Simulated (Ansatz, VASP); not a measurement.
## Two plane-wave programs on V

```
V
1.0
     2.40411    0.00000    0.00000
     0.00000    2.40411    0.00000
     0.00000    0.00000    2.40411
V
1
Direct
  0.00000 0.00000 0.00000
```

Alike in both runs: functional PBEsol; k mesh 8 × 8 × 8; occupations gaussian, width 0.1 eV; no spin polarisation.

Ansatz relaxed the structure, and its values are those at the end. VASP's run is a single point on that final structure, the one shown.

|  | VASP | Ansatz |
| --- | --- | --- |
| version | VASP 6.6.1 | Ansatz 0.2.0 |
| potentials or method | VASP PAW PBE potentials, release 64 (V_sv), cutoff 520 eV | scalar-relativistic, plane waves, PAW |
| valence electrons in the cell | 13 | 13 |

```csv
,VASP,Ansatz,Ansatz less VASP
gap on the k mesh at the Fermi level (eV),none,none,-
pressure (GPa),0.4,0.1,-0.34
```

VASP's potentials were made for PBE, not for PBEsol. A gap of «none» marks a metal or a gap that the smearing closes. With one functional, cell and mesh, what is left measures potentials, basis and numerics.
